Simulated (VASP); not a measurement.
Here is a VASP 6.6.1 calculation.

Contents of INCAR:

```
SYSTEM = CoO
  ALGO = Normal
  EDIFF = 1E-6
  ENCUT = 520
  GGA = PE
  ISIF = 2
  ISMEAR = 0
  ISPIN = 2
  LASPH = .True.
  LCHARG = .False.
  LMAXMIX = 4
  LORBIT = 11
  LREAL = .False.
  LWAVE = .False.
  MAGMOM = 2.73 0.34
  NBANDS = 18
  NELM = 150
  PREC = Accurate
  SIGMA = 0.15
```

The input KPOINTS:

```
k-points
0
Gamma
  22 22 22
  0 0 0
```

The input POSCAR:

```
CoO
1.0
    0.0000000000      2.2501546197      1.9126314267
    2.2501546197      0.0000000000      1.9126314267
    2.2501546197      2.2501546197      0.0000000000
Co O
1 1
Direct
    0.0000000000      0.0000000000      0.0000000000
    0.5000000000      0.5000000000      0.5000000000
```

Potentials or basis: VASP PAW PBE potentials, release 64 (Co, O).

Command:

```console
$ cat potpaw_PBE.64/Co/POTCAR potpaw_PBE.64/O/POTCAR > POTCAR
$ mpirun -np 1 vasp_std > vasp.out
```

**Question.** What does it give for the net moment?

**Answer.** 2.78 μB per cell.

**Question.** Estimate the pressure.

**Answer.** 5.0 GPa.

**Question.** Predict the site moments.

**Answer.** Co +2.43; O +0.29 μB.

Stress tensor (GPa, compression positive):
```
 0.23  0.00  0.00
 0.00  0.23  0.00
 0.00  0.00 14.54
```

Caveat: the stress differs along the axes, from 0 to 15 GPa; a cell with one magnetic atom can't hold antiferromagnetic order, which such compounds often take.
